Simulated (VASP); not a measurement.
# SiC (flat sheet) in VASP: further runs

The runs below take SiC (flat sheet) through single point, with PBE.

All numbers are computed with VASP 6.6.1; they aren't measurements. Logs are shortened: lines on timing, memory, paths and dates and some standing lists are left out, and cuts for length are marked.

**1. The cell of the first run**

The cell holds a wire with vacuum, 24 atoms: a = 14.400 Å, b = 14.700 Å, c = 5.322 Å, α = 90.00°, β = 90.00°, γ = 90.00°.

**2. Single point, PBE**

The input, INCAR:

```
PREC = Accurate
ENCUT = 520
EDIFF = 1E-6
ISMEAR = 0
SIGMA = 0.05
LREAL = Auto
LASPH = T
NELM = 100
ALGO = Normal
ISIF = 2
LWAVE = F
LCHARG = T
GGA = PE
LELF = T
LVHAR = T
NBANDS = 66
```

The input, KPOINTS:

```
Automatic mesh
0
Gamma
  1 1 9
```

The input, POSCAR:

```
SiC
1.0
   14.4000000000      0.0000000000      0.0000000000
    0.0000000000     14.7000000000      0.0000000000
    0.0000000000      0.0000000000      5.3220584130
Si C
12 12
Direct
    0.7046107431      0.5000000000      0.6673827249
    0.6023141256      0.6735994459      0.6673832014
    0.6772095006      0.6002274998      0.1673837669
    0.3976858744      0.6735994459      0.6673832014
    0.5000000000      0.7004456782      0.1673832116
    0.2953892569      0.5000000000      0.6673827249
    0.3227904994      0.6002274998      0.1673837669
    0.3976858744      0.3264005541      0.6673832014
    0.3227904994      0.3997725002      0.1673837669
    0.6023141256      0.3264005541      0.6673832014
    0.5000000000      0.2995543218      0.1673832116
    0.6772095006      0.3997725002      0.1673837669
    0.6857795167      0.6050735173      0.8326162652
    0.7145086273      0.5000000000      0.3326188026
    0.5000000000      0.7101419166      0.8326174338
    0.6072615092      0.6819943293      0.3326156801
    0.3142204833      0.6050735173      0.8326162652
    0.3927384908      0.6819943293      0.3326156801
    0.3142204833      0.3949264827      0.8326162652
    0.2854913727      0.5000000000      0.3326188026
    0.5000000000      0.2898580834      0.8326174338
    0.3927384908      0.3180056707      0.3326156801
    0.6857795167      0.3949264827      0.8326162652
    0.6072615092      0.3180056707      0.3326156801
```

Potentials or basis: VASP PAW PBE potentials, release 64 (Si, C).

Started as:

```console
cat potpaw_PBE.64/Si/POTCAR potpaw_PBE.64/C/POTCAR > POTCAR
mpirun -np 1 vasp_std > vasp.out
```

OUTCAR:

```text
PREC = Accurate
   ENCUT = 520
   EDIFF = 1E-6
   ISMEAR = 0
   LREAL = Auto
   LASPH = T
   NELM = 100
   ISIF = 2
   GGA = PE

 ion  position               nearest neighbor table
   1  0.705  0.500  0.667-  14 1.79  13 1.80  23 1.80  10 2.95   2 2.95  12 3.07   3 3.07  12 3.07
                             3 3.07
   2  0.602  0.674  0.667-  16 1.79  15 1.80  13 1.80   1 2.95   4 2.95   5 3.07   5 3.07   3 3.07
                             3 3.07
   3  0.677  0.600  0.167-  13 1.79  14 1.80  16 1.80   5 2.95  12 2.95   1 3.07   2 3.07   1 3.07
                             2 3.07
   4  0.398  0.674  0.667-  18 1.79  15 1.80  17 1.80   6 2.95   2 2.95   5 3.07   5 3.07   7 3.07
                             7 3.07
   5  0.500  0.700  0.167-  15 1.79  16 1.80  18 1.80   7 2.95   3 2.95   2 3.07   4 3.07   2 3.07
                             4 3.07
   6  0.295  0.500  0.667-  20 1.79  19 1.80  17 1.80   8 2.95   4 2.95   9 3.07   7 3.07   9 3.07
                             7 3.07
   7  0.323  0.600  0.167-  17 1.79  20 1.80  18 1.80   5 2.95   9 2.95   6 3.07   4 3.07   6 3.07
                             4 3.07
   8  0.398  0.326  0.667-  22 1.79  21 1.80  19 1.80   6 2.95  10 2.95  11 3.07  11 3.07   9 3.07
                             9 3.07
   9  0.323  0.400  0.167-  19 1.79  20 1.80  22 1.80  11 2.95   7 2.95   6 3.07   8 3.07   6 3.07
[... 5 lines left out ...]
  12  0.677  0.400  0.167-  23 1.79  14 1.80  24 1.80  11 2.95   3 2.95   1 3.07  10 3.07   1 3.07
                            10 3.07
  13  0.686  0.605  0.833-   3 1.79   1 1.80   2 1.80
  14  0.715  0.500  0.333-   1 1.79   3 1.80  12 1.80
  15  0.500  0.710  0.833-   5 1.79   4 1.80   2 1.80
  16  0.607  0.682  0.333-   2 1.79   5 1.80   3 1.80
  17  0.314  0.605  0.833-   7 1.79   6 1.80   4 1.80
  18  0.393  0.682  0.333-   4 1.79   5 1.80   7 1.80
  19  0.314  0.395  0.833-   9 1.79   6 1.80   8 1.80
  20  0.285  0.500  0.333-   6 1.79   7 1.80   9 1.80
  21  0.500  0.290  0.833-  11 1.79  10 1.80   8 1.80
  22  0.393  0.318  0.333-   8 1.79  11 1.80   9 1.80
  23  0.686  0.395  0.833-  12 1.79   1 1.80  10 1.80
  24  0.607  0.318  0.333-  10 1.79  11 1.80  12 1.80

  LATTYP: Found a simple orthorhombic cell.
 ALAT       =     5.3220584130
 B/A-ratio  =     2.7057200208
 C/A-ratio  =     2.7620891879

  Lattice vectors:

 A1 = (   0.0000000000,   0.0000000000,   5.3220584130)
 A2 = (  14.4000000000,   0.0000000000,   0.0000000000)
 A3 = (   0.0000000000,  14.7000000000,   0.0000000000)

Analysis of symmetry for initial positions (statically):
=====================================================================
 Subroutine PRICEL returns:
 Original cell was already a primitive cell.

 Routine SETGRP: Setting up the symmetry group for a
 simple orthorhombic supercell.

 Subroutine GETGRP returns: Found  4 space group operations
 (whereof  4 operations were pure point group operations)
 out of a pool of  8 trial point group operations.

The static configuration has the point symmetry C_2v.

Analysis of symmetry for dynamics (positions and initial velocities):
=====================================================================
 Subroutine PRICEL returns:
 Original cell was already a primitive cell.

 Routine SETGRP: Setting up the symmetry group for a
 simple orthorhombic supercell.

 Subroutine GETGRP returns: Found  4 space group operations
 (whereof  4 operations were pure point group operations)
 out of a pool of  8 trial point group operations.

The dynamic configuration has the point symmetry C_2v.

 Subroutine INISYM returns: Found  4 space group operations
 (whereof  4 operations are pure point group operations),
 and found     1 'primitive' translations

----------------------------------------------------------------------------------------

                                     Primitive cell

  volume of cell :    1126.5733

  direct lattice vectors                    reciprocal lattice vectors
    14.400000000  0.000000000  0.000000000     0.069444444  0.000000000  0.000000000
     0.000000000 14.700000000  0.000000000     0.000000000  0.068027211  0.000000000
     0.000000000  0.000000000  5.322058413     0.000000000  0.000000000  0.187897224

  length of vectors
    14.400000000 14.700000000  5.322058413     0.069444444  0.068027211  0.187897224

  position of ions in fractional coordinates (direct lattice)
     0.704610743  0.500000000  0.667382725
     0.602314126  0.673599446  0.667383201
     0.677209501  0.600227500  0.167383767
     0.397685874  0.673599446  0.667383201
     0.500000000  0.700445678  0.167383212
     0.295389257  0.500000000  0.667382725
[... 16 lines left out ...]
     0.685779517  0.394926483  0.832616265
     0.607261509  0.318005671  0.332615680

  ion indices of the primitive-cell ions
   primitive index   ion index
                 1           1
                 2           2
                 3           3
                 4           4
                 5           5
                 6           6
[... 16 lines left out ...]
                23          23
                24          24

----------------------------------------------------------------------------------------

 KPOINTS: Automatic mesh

Automatic generation of k-mesh.
 Grid dimensions read from file:
 generate k-points for:    1    1    9

 Generating k-lattice:

  Cartesian coordinates                     Fractional coordinates (reciprocal lattice)
     0.069444444  0.000000000  0.000000000     1.000000000  0.000000000  0.000000000
     0.000000000  0.068027211  0.000000000     0.000000000  1.000000000  0.000000000
     0.000000000  0.000000000  0.020877469     0.000000000  0.000000000  0.111111111

  Length of vectors
     0.069444444  0.068027211  0.020877469

  Shift w.r.t. Gamma in fractional coordinates (k-lattice)
     0.000000000  0.000000000  0.000000000

 Subroutine IBZKPT returns following result:
 ===========================================

 Found      5 irreducible k-points:

 Following reciprocal coordinates:
            Coordinates               Weight
  0.000000  0.000000  0.000000      1.000000
  0.000000  0.000000  0.111111      2.000000
  0.000000  0.000000  0.222222      2.000000
  0.000000  0.000000  0.333333      2.000000
  0.000000  0.000000  0.444444      2.000000
   k-points           NKPTS =      5   k-points in BZ     NKDIM =      5   number of bands    NBANDS=     66
   number of dos      NEDOS =    301   number of ions     NIONS =     24
   total plane-waves  NPLWV = 483840
   dimension x,y,z NGX =   108 NGY =  112 NGZ =   40
   dimension x,y,z NGXF=   216 NGYF=  224 NGZF=   80
   ions per type =              12  12
   NGX,Y,Z   is equivalent  to a cutoff of  12.47, 12.67, 12.49 a.u.
   NGXF,Y,Z  is equivalent  to a cutoff of  24.94, 25.33, 24.99 a.u.
 SYSTEM =  unknown system
   PREC   = accura    normal or accurate (medium, high low for compatibility)
   ISTART =      0    job   : 0-new  1-cont  2-samecut
   ICHARG =      2    charge: 1-file 2-atom 10-const
   ISPIN  =      1    spin polarized calculation?
   LNONCOLLINEAR =      F non collinear calculations
   LSORBIT =      F    spin-orbit coupling
   LASPH  =      T    aspherical Exc in radial PAW
   ENCUT  =  520.0 eV  38.22 Ry    6.18 a.u.  26.77 27.33  9.90*2*pi/ulx,y,z
   NELM   =    100;   NELMIN=  2; NELMDL= -5     # of ELM steps
   EDIFF  = 0.1E-05   stopping-criterion for ELM
   LREAL  =      T    real-space projection
   EDIFFG = 0.1E-04   stopping-criterion for IOM
   NSW    =      0    number of steps for IOM
   IBRION =     -1    ionic relax: 0-MD 1-quasi-New 2-CG
   NFREE  =      0    steps in history (QN), initial steepest desc. (CG)
   ISIF   =      2    stress and relaxation
   ISYM   =      2    0-nonsym 1-usesym 2-fastsym
   POTIM  = 0.5000    time-step for ionic-motion
   TEBEG  =    0.0;   TEEND  =   0.0 temperature during run
   PSTRESS=    0.0 pullay stress
   NELECT =      96.0000    total number of electrons
   NUPDOWN=      -1.0000    fix difference up-down
   EMIN   =  10.00;   EMAX   =-10.00  energy-range for DOS
   EFERMI =   0.00;   METHOD = LEGACY
   ISMEAR =     0;   SIGMA  =   0.05  broadening in eV -4-tet -1-fermi 0-gaus
   EFERMI_NEDOS =   21; number of points for ismear=-14 and -15
   IALGO  =     38    algorithm
   IMIX   =      4    mixing-type and parameters
     AMIX     =   0.40;   BMIX     =  1.00
     AMIX_MAG =   1.60;   BMIX_MAG =  1.00
  volume/ion in A,a.u.               =      46.94       316.77
  Fermi-wavevector in a.u.,A,eV,Ry     =   0.720408  1.361374  7.061264  0.518988
  Thomas-Fermi vector in A             =   1.809853
   LORBIT       =      0    0 simple, 1 ext, 2 COOP (PROOUT), +10 PAW based schemes
   GGA     = PE    functional components
   LHFCALC =     F    Hartree Fock is set to
   AEXX    =    0.0000 exact exchange contribution
   IVDW    =     0    specifies the selected vdW correction
   LEPSILON=     F    determine dielectric tensor
   LRPA    =     F    only Hartree local field effects (RPA)
 non-spin polarized calculation
 Gauss-broadening in eV      SIGMA  =   0.05
  energy-cutoff  :      520.00
  volume of cell :     1126.57
 maximum number of plane-waves:     30372
 NGX is ok and might be reduce to   108
   NGX = 53   NGY = 55   NGZ = 19

 number of electron      96.0000000 magnetization

 Free energy of the ion-electron system (eV)
  ---------------------------------------------------
  ext. energy  EPLUGINS =         0.00000000
  ---------------------------------------------------
  free energy    TOTEN  =      -164.41809617 eV

  energy without entropy =     -164.41809617  energy(sigma->0) =     -164.41809617

 E-fermi :  -1.9070     XC(G=0):  -3.7892

 val. band max:       -2.1364844146   @ k =   0.0000   0.0000   0.0000
 cond. band min:      -1.4183634522   @ k =   0.0000   0.0000   0.0000
 fundamental gap:      0.7181209624
 Fermi energy:        -1.9070136669

 k-point     1 :       0.0000    0.0000    0.0000
  band No.  band energies     occupation
      1     -16.2425      2.00000
      2     -15.8304      2.00000
      3     -15.8304      2.00000
      4     -14.7135      2.00000
      5     -14.7134      2.00000
      6     -13.2445      2.00000
[... 304 lines left out ...]
     59       1.5856      0.00000
     60       1.5875      0.00000
 [bands above 60 left out]

------------------------ aborting loop because EDIFF is reached ----------------------------------------

  FORCE on cell =-STRESS in cart. coord.  units (eV):
  Direction    XX          YY          ZZ          XY          YZ          ZX
  --------------------------------------------------------------------------------------
  -------------------------------------------------------------------------------------
  Total       -0.1314489     -0.1277027     -0.2491567      0.0000000      0.0000000      0.0000000
  in kB       -0.1869425     -0.1816148     -0.3543429      0.0000000      0.0000000      0.0000000
  external PRESSURE =      -0.2409667 kB  Pullay stress =       0.0000000 kB

 VOLUME and BASIS-vectors are now :
 -----------------------------------------------------------------------------
  energy-cutoff  :      520.00
  volume of cell :     1126.57
      direct lattice vectors                 reciprocal lattice vectors
    14.400000000  0.000000000  0.000000000     0.069444444  0.000000000  0.000000000
     0.000000000 14.700000000  0.000000000     0.000000000  0.068027211  0.000000000
     0.000000000  0.000000000  5.322058413     0.000000000  0.000000000  0.187897224

 POSITION                                       TOTAL-FORCE (eV/Angst)
 -----------------------------------------------------------------------------------
     10.14639      7.35000      3.55185        -0.002953     -0.000000     -0.018420
      8.67332      9.90191      3.55185        -0.001286     -0.000484     -0.018328
      9.75182      8.82334      0.89083        -0.000602     -0.001661     -0.014515
      5.72668      9.90191      3.55185         0.001286     -0.000484     -0.018328
      7.20000     10.29655      0.89082         0.000000     -0.000850     -0.017309
      4.25361      7.35000      3.55185         0.002953     -0.000000     -0.018420
[... 16 lines left out ...]
      9.87523      5.80542      4.43123        -0.001728      0.000963      0.018613
      8.74457      4.67468      1.77020         0.000692     -0.001365      0.013823
 -----------------------------------------------------------------------------------
    total drift:                                0.000000     -0.000000      0.054926

  FREE ENERGIE OF THE ION-ELECTRON SYSTEM (eV)
  ---------------------------------------------------
  free  energy   TOTEN  =      -164.4180961692 eV

  energy  without entropy=     -164.4180961692  energy(sigma->0) =     -164.41809617
```

It took 8.4 min on 1 thread of Intel Xeon 6975P-C (Granite Rapids), shared host; peak memory 0.97 GiB.

What came out:

```
Free energy            : -164.4181 eV
Largest force          : 0.019 eV/Å
Band gap on the k mesh : 0.72 eV, direct
```

Forces on the atoms (eV/Å):
```
Si  -0.003  0.000 -0.018
Si  -0.001  0.000 -0.018
Si  -0.001 -0.002 -0.015
Si   0.001  0.000 -0.018
Si   0.000 -0.001 -0.017
Si   0.003  0.000 -0.018
Si   0.001 -0.002 -0.015
Si   0.001  0.000 -0.018
Si   0.001  0.002 -0.015
Si  -0.001  0.000 -0.018
Si   0.000  0.001 -0.017
Si  -0.001  0.002 -0.015
C   -0.002 -0.001  0.019
C    0.002  0.000  0.018
C    0.000 -0.002  0.019
C    0.001  0.001  0.014
C    0.002 -0.001  0.019
C   -0.001  0.001  0.014
C    0.002  0.001  0.019
C   -0.002  0.000  0.018
C    0.000  0.002  0.019
C   -0.001 -0.001  0.014
C   -0.002  0.001  0.019
C    0.001 -0.001  0.014
```

(Continued in part 2 of 2.)
